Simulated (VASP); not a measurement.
# Sb16PS23 (a cell with a defect) (Stibnite) in VASP: electric field gradients with PBE

Aim: the electric field gradients of Sb16PS23 (a cell with a defect) (Stibnite) with PBE.

Everything below comes from runs of VASP 6.6.1. Logs are shortened: lines on timing, memory, paths and dates and some standing lists are left out, and cuts for length are marked.

### 1 The cell of the first run

The cell holds a defect, 40 atoms: a = 11.311 Å, b = 7.678 Å, c = 11.223 Å, α = 90.00°, β = 90.00°, γ = 90.00°.

### 2 Electric field gradients, PBE

Input file INCAR:

```
ALGO     = Normal         # electronic algorithm
EDIFF    = 1E-8           # SCF threshold, eV
ENCUT    = 520            # plane-wave cutoff, eV
GGA      = PE             # functional
ISIF     = 2              # what is computed and relaxed
ISMEAR   = -1             # smearing method
LASPH    = True           # aspherical terms in the spheres
LCHARG   = False          # write CHGCAR
LEFG     = True         
LREAL    = Auto         
LWAVE    = False          # write WAVECAR
NBANDS   = 138            # bands
NELECT   = 224.0        
NELM     = 100            # most SCF steps
PREC     = Accurate       # precision mode
SIGMA    = 0.01           # smearing width, eV
```

Input file KPOINTS:

```
k-points
0
Gamma
  2 3 2
```

Input file POSCAR:

```
Sb16PS23
1.0
   11.3110000000      0.0000000000      0.0000000000
    0.0000000000      7.6778000000      0.0000000000
    0.0000000000      0.0000000000     11.2230000000
Sb S P
16 23 1
Direct
    0.4706100000      0.1250000000      0.3259500000
    0.4706100000      0.6250000000      0.3259500000
    0.0293900000      0.3750000000      0.8259500000
    0.0293900000      0.8750000000      0.8259500000
    0.9706100000      0.1250000000      0.1740500000
    0.9706100000      0.6250000000      0.1740500000
    0.5293900000      0.3750000000      0.6740500000
    0.5293900000      0.8750000000      0.6740500000
    0.3505900000      0.3750000000      0.0360200000
    0.3505900000      0.8750000000      0.0360200000
    0.1494100000      0.1250000000      0.5360200000
    0.1494100000      0.6250000000      0.5360200000
    0.8505900000      0.3750000000      0.4639800000
    0.8505900000      0.8750000000      0.4639800000
    0.6494100000      0.1250000000      0.9639800000
    0.6494100000      0.6250000000      0.9639800000
    0.2921400000      0.1250000000      0.1918100000
    0.2921400000      0.6250000000      0.1918100000
    0.2078600000      0.3750000000      0.6918100000
    0.2078600000      0.8750000000      0.6918100000
    0.7921400000      0.1250000000      0.3081900000
    0.7921400000      0.6250000000      0.3081900000
    0.7078600000      0.3750000000      0.8081900000
    0.7078600000      0.8750000000      0.8081900000
    0.5498000000      0.8750000000      0.1230000000
    0.9502000000      0.1250000000      0.6230000000
    0.9502000000      0.6250000000      0.6230000000
    0.0498000000      0.3750000000      0.3770000000
    0.0498000000      0.8750000000      0.3770000000
    0.4502000000      0.1250000000      0.8770000000
    0.4502000000      0.6250000000      0.8770000000
    0.3751000000      0.3750000000      0.4389000000
    0.3751000000      0.8750000000      0.4389000000
    0.1249000000      0.1250000000      0.9389000000
    0.1249000000      0.6250000000      0.9389000000
    0.8751000000      0.3750000000      0.0611000000
    0.8751000000      0.8750000000      0.0611000000
    0.6249000000      0.1250000000      0.5611000000
    0.6249000000      0.6250000000      0.5611000000
    0.5498000000      0.3750000000      0.1230000000
```

Potentials or basis: VASP PAW PBE potentials, release 64 (Sb, S, P).

Command:

```bash
$ cat potpaw_PBE.64/Sb/POTCAR potpaw_PBE.64/S/POTCAR potpaw_PBE.64/P/POTCAR > POTCAR
$ mpirun -np 1 vasp_std > vasp.out
```

OUTCAR:

```text
EDIFF = 1E-8
   ENCUT = 520
   GGA = PE
   ISIF = 2
   ISMEAR = -1
   LASPH = True
   LREAL = Auto
   NELECT = 224.0
   NELM = 100
   PREC = Accurate

 ion  position               nearest neighbor table
   1  0.471  0.125  0.326-  17 2.52  32 2.54  33 2.54  25 3.11  40 3.11  38 3.16
   2  0.471  0.625  0.326-  18 2.52  32 2.54  33 2.54  25 3.11  40 3.11  39 3.16
   3  0.029  0.375  0.826-  19 2.52  34 2.54  35 2.54  26 3.11  27 3.11  36 3.16
   4  0.029  0.875  0.826-  20 2.52  34 2.54  35 2.54  26 3.11  27 3.11  37 3.16
   5  0.971  0.125  0.174-  21 2.52  36 2.54  37 2.54  28 3.11  29 3.11  34 3.16
   6  0.971  0.625  0.174-  22 2.52  36 2.54  37 2.54  28 3.11  29 3.11  35 3.16
   7  0.529  0.375  0.674-  23 2.52  38 2.54  39 2.54  30 3.11  31 3.11  32 3.16
   8  0.529  0.875  0.674-  24 2.52  38 2.54  39 2.54  30 3.11  31 3.11  33 3.16
   9  0.351  0.375  0.036-  40 2.46  18 2.68  17 2.68  31 2.85  30 2.85
  10  0.351  0.875  0.036-  25 2.46  18 2.68  17 2.68  30 2.85  31 2.85
  11  0.149  0.125  0.536-  26 2.46  20 2.68  19 2.68  28 2.85  29 2.85
  12  0.149  0.625  0.536-  27 2.46  20 2.68  19 2.68  28 2.85  29 2.85
  13  0.851  0.375  0.464-  28 2.46  22 2.68  21 2.68  27 2.85  26 2.85
  14  0.851  0.875  0.464-  29 2.46  22 2.68  21 2.68  27 2.85  26 2.85
  15  0.649  0.125  0.964-  30 2.46  24 2.68  23 2.68  25 2.85  40 2.85
  16  0.649  0.625  0.964-  31 2.46  24 2.68  23 2.68  25 2.85  40 2.85
  17  0.292  0.125  0.192-   1 2.52   9 2.68  10 2.68
[... 9 lines left out ...]
  27  0.950  0.625  0.623-  12 2.46  13 2.85  14 2.85   4 3.11   3 3.11
  28  0.050  0.375  0.377-  13 2.46  12 2.85  11 2.85   6 3.11   5 3.11
  29  0.050  0.875  0.377-  14 2.46  12 2.85  11 2.85   6 3.11   5 3.11
  30  0.450  0.125  0.877-  15 2.46  10 2.85   9 2.85   8 3.11   7 3.11
  31  0.450  0.625  0.877-  16 2.46  10 2.85   9 2.85   8 3.11   7 3.11
  32  0.375  0.375  0.439-   1 2.54   2 2.54   7 3.16
  33  0.375  0.875  0.439-   1 2.54   2 2.54   8 3.16
  34  0.125  0.125  0.939-   3 2.54   4 2.54   5 3.16
  35  0.125  0.625  0.939-   3 2.54   4 2.54   6 3.16
  36  0.875  0.375  0.061-   5 2.54   6 2.54   3 3.16
  37  0.875  0.875  0.061-   5 2.54   6 2.54   4 3.16
  38  0.625  0.125  0.561-   7 2.54   8 2.54   1 3.16
  39  0.625  0.625  0.561-   7 2.54   8 2.54   2 3.16
  40  0.550  0.375  0.123-   9 2.46  15 2.85  16 2.85   2 3.11   1 3.11

  LATTYP: Found a simple orthorhombic cell.
 ALAT       =     7.6778000000
 B/A-ratio  =     1.4617468546
 C/A-ratio  =     1.4732084712
[... 1268 lines left out ...]
  Direction    XX          YY          ZZ          XY          YZ          ZX
  --------------------------------------------------------------------------------------
  -------------------------------------------------------------------------------------
  Total       29.9719227     25.9863058     23.5047900      0.0000000      0.0000000      0.7613085
  in kB       49.2695307     42.7177497     38.6384946      0.0000000      0.0000000      1.2514818
  external PRESSURE =      43.5419250 kB  Pullay stress =       0.0000000 kB

 VOLUME and BASIS-vectors are now :
 -----------------------------------------------------------------------------
  energy-cutoff  :      520.00
  volume of cell :      974.65
      direct lattice vectors                 reciprocal lattice vectors
    11.311000000  0.000000000  0.000000000     0.088409513  0.000000000  0.000000000
     0.000000000  7.677800000  0.000000000     0.000000000  0.130245643  0.000000000
     0.000000000  0.000000000 11.223000000     0.000000000  0.000000000  0.089102735

 POSITION                                       TOTAL-FORCE (eV/Angst)
 -----------------------------------------------------------------------------------
      5.32307      0.95973      3.65814         0.545393      0.382910     -0.493058
      5.32307      4.79863      3.65814         0.545393     -0.382910     -0.493058
      0.33243      2.87918      9.26964        -0.313240      0.000000     -0.023390
      0.33243      6.71808      9.26964        -0.406068      0.000000     -0.018397
     10.97857      0.95973      1.95336         0.354517     -0.000363      0.032894
     10.97857      4.79863      1.95336         0.354517      0.000363      0.032894
[... 32 lines left out ...]
      7.06824      4.79863      6.29723         0.186982     -0.137485     -0.272712
      6.21879      2.87918      1.38043         0.733051      0.000000      0.278792
 -----------------------------------------------------------------------------------
    total drift:                                0.000015      0.000000      0.000268

  FREE ENERGIE OF THE ION-ELECTRON SYSTEM (eV)
  ---------------------------------------------------
  free  energy   TOTEN  =      -169.0535455147 eV

  energy  without entropy=     -169.0535455147  energy(sigma->0) =     -169.05354551

 Electric field gradients (V/A^2)
---------------------------------------------------------------------
 ion       V_xx      V_yy      V_zz      V_xy      V_xz      V_yz
---------------------------------------------------------------------
   1    -125.011    35.201    89.810    -4.315    21.174    34.151
   2    -125.011    35.201    89.810     4.315    21.174   -34.151
   3    -146.622    43.273   103.349    -0.000   -29.274    -0.000
   4    -144.057    39.905   104.152     0.000   -40.179    -0.000
   5    -145.155    41.060   104.095    -2.442   -31.898    -3.008
   6    -145.155    41.060   104.095     2.442   -31.898     3.008
[... 32 lines left out ...]
  39     -56.338    89.288   -32.950     0.855   -82.226    -4.203
  40      28.999   -32.758     3.760     0.000    -1.024    -0.000
---------------------------------------------------------------------

 Electric field gradients after diagonalization (V/A^2)
 (convention: |V_zz| > |V_xx| > |V_yy|)
----------------------------------------------------------------------
 ion       V_xx      V_yy      V_zz     asymmetry (V_yy - V_xx)/ V_zz
----------------------------------------------------------------------
   1     107.515    19.932  -127.446       0.687
   2     107.515    19.932  -127.446       0.687
   3     106.732    43.273  -150.005       0.423
   4     110.494    39.905  -150.399       0.469
   5     108.220    40.994  -149.214       0.451
   6     108.220    40.994  -149.214       0.451
[... 32 lines left out ...]
  39      89.581    38.137  -127.718       0.403
  40      29.040     3.718   -32.758       0.773
----------------------------------------------------------------------

           NMR quadrupolar parameters

 Cq : quadrupolar parameter    Cq=e*Q*V_zz/h
 eta: asymmetry parameters     (V_yy - V_xx)/ V_zz
 Q  : nuclear electric quadrupole moment in mb (millibarn)
----------------------------------------------------------------------
 ion       Cq(MHz)       eta       Q (mb)
----------------------------------------------------------------------
   1      -0.308       0.687       1.000
   2      -0.308       0.687       1.000
   3      -0.363       0.423       1.000
   4      -0.364       0.469       1.000
   5      -0.361       0.451       1.000
   6      -0.361       0.451       1.000
[... 32 lines left out ...]
  39      -0.309       0.403       1.000
  40      -0.079       0.773       1.000
----------------------------------------------------------------------
```

stdout:

```text
POSCAR found type information on POSCAR SbS P
 POSCAR found :  3 types and      40 ions
 scaLAPACK will be used
 LDA part: xc-table for (Slater+PW92), standard interpolation
 POSCAR, INCAR and KPOINTS ok, starting setup
 FFT: planning ... GRIDC
 FFT: planning ... GRID_SOFT
 FFT: planning ... GRID
 WAVECAR not read
 entering main loop
 the old and the new charge density differ
 old charge density:   223.00000 new  224.00000
    0.296E+01
ion   1
     0.0000576     0.0575701    -0.2224719    -0.4262680     0.0274118     0.2396120
     0.0000793     0.0575701    -0.2224719    -0.4262680     0.0274118     0.2396120
     0.0001092     0.0575701    -0.2224719    -0.4262680     0.0274118     0.2396120
     0.0001504     0.0575701    -0.2224719    -0.4262680     0.0274118     0.2396120

     0.0000576     3.9171507   -31.2202897   -71.5229367   -19.3371321    73.3934058
     0.0000793     3.9170151   -31.2173492   -71.5148556   -19.3349644    73.3852147
     0.0001092     3.9168180   -31.2127105   -71.5020088   -19.3315417    73.3722093
     0.0001504     3.9165359   -31.2054255   -71.4816714   -19.3261615    73.3516471
[... 120 lines left out ...]
ion  21
     0.0000369     0.0057398     0.0261356    -1.2554777     2.0297507     0.6371036
     0.0000508     0.0057398     0.0261356    -1.2554776     2.0297507     0.6371036
     0.0000700     0.0057398     0.0261356    -1.2554776     2.0297507     0.6371036
     0.0000964     0.0057398     0.0261356    -1.2554776     2.0297506     0.6371036

     0.0000369     0.0008003     0.3389155   -20.2999764    35.4559121     8.2318987
     0.0000508     0.0008003     0.3389149   -20.2999411    35.4558500     8.2318847
     0.0000700     0.0008004     0.3389140   -20
```

Wall time 45 min (1 thread of Intel Xeon 6975P-C, shared host); peak memory 1.2 GiB.

Results:

```
Free energy   : -169.0535 eV
Largest force : 1.037 eV/Å
```

Forces in eV/Å, atoms in the order of the input:
```
Sb   0.545  0.383 -0.493
Sb   0.545 -0.383 -0.493
Sb  -0.313  0.000 -0.023
Sb  -0.406  0.000 -0.018
Sb   0.355  0.000  0.033
Sb   0.355  0.000  0.033
Sb  -0.217  0.000  0.125
Sb  -0.174  0.000  0.364
Sb  -0.183  0.000 -0.190
Sb  -0.093  0.000 -0.095
Sb   0.273 -0.032 -0.242
Sb   0.273  0.032 -0.242
Sb  -0.237  0.000  0.234
Sb  -0.228  0.000  0.220
Sb  -0.040  0.598  0.845
Sb  -0.040 -0.598  0.845
S   -0.336 -0.128 -0.035
S   -0.336  0.128 -0.035
S    0.192  0.000 -0.051
S    0.185  0.000 -0.066
S   -0.194 -0.012  0.064
S   -0.194  0.012  0.064
S    0.182  0.000 -0.055
S    0.045  0.000 -0.550
S    0.232  0.000  0.121
S   -0.301  0.014  0.156
S   -0.301 -0.014  0.156
S    0.274  0.000 -0.167
S    0.273  0.000 -0.148
S   -0.276 -0.115 -0.363
S   -0.276  0.115 -0.363
S   -0.193  0.000  0.239
S   -0.447  0.000  0.453
S    0.099 -0.073  0.120
S    0.099  0.073  0.120
S   -0.111  0.000 -0.172
S   -0.137  0.000 -0.125
S    0.187  0.137 -0.273
S    0.187 -0.137 -0.273
P    0.733  0.000  0.279
```

Electric field gradients, principal values (V/Å²):
| atom | least | middle | greatest (by size) |
| --- | --- | --- | --- |
| 1 Sb | 19.932 | 107.515 | -127.446 |
| 2 Sb | 19.932 | 107.515 | -127.446 |
| 3 Sb | 43.273 | 106.732 | -150.005 |
| 4 Sb | 39.905 | 110.494 | -150.399 |
| 5 Sb | 40.994 | 108.220 | -149.214 |
| 6 Sb | 40.994 | 108.220 | -149.214 |
| 7 Sb | 47.557 | 104.707 | -152.264 |
| 8 Sb | 49.869 | 106.556 | -156.425 |
| 9 Sb | 242.021 | 246.253 | -488.273 |
| 10 Sb | 93.898 | 99.605 | -193.503 |
| 11 Sb | 93.854 | 101.052 | -194.906 |
| 12 Sb | 93.854 | 101.052 | -194.906 |
| 13 Sb | 92.883 | 99.661 | -192.544 |
| 14 Sb | 92.512 | 100.283 | -192.795 |
| 15 Sb | -21.585 | -137.417 | 159.002 |
| 16 Sb | -21.585 | -137.417 | 159.002 |
| 17 S | -5.519 | -46.598 | 52.117 |
| 18 S | -5.519 | -46.598 | 52.117 |
| 19 S | -4.367 | -43.308 | 47.675 |
| 20 S | -3.680 | -43.013 | 46.693 |
| 21 S | -4.143 | -43.023 | 47.166 |
| 22 S | -4.143 | -43.023 | 47.166 |
| 23 S | -9.456 | -42.822 | 52.277 |
| 24 S | -19.534 | -39.809 | 59.343 |
| 25 S | -6.246 | -63.927 | 70.172 |
| 26 S | -6.108 | -57.052 | 63.161 |
| 27 S | -6.108 | -57.052 | 63.161 |
| 28 S | -6.628 | -57.888 | 64.516 |
| 29 S | -6.811 | -58.036 | 64.847 |
| 30 S | -5.225 | -59.876 | 65.101 |
| 31 S | -5.225 | -59.876 | 65.101 |
| 32 S | 35.709 | 89.093 | -124.802 |
| 33 S | 32.804 | 82.703 | -115.507 |
| 34 S | 37.362 | 93.507 | -130.869 |
| 35 S | 37.362 | 93.507 | -130.869 |
| 36 S | 37.783 | 93.479 | -131.262 |
| 37 S | 37.952 | 93.288 | -131.240 |
| 38 S | 38.137 | 89.581 | -127.718 |
| 39 S | 38.137 | 89.581 | -127.718 |
| 40 P | 3.718 | 29.040 | -32.758 |

Caveat: the cell carries a net charge on a neutralising background, which shifts energy and pressure; the cell is charged against a uniform background, so pressure and absolute levels hang on convention; without QUAD_EFG the Cq values of the log hold for a quadrupole moment of 1 mb, not for the nuclei.
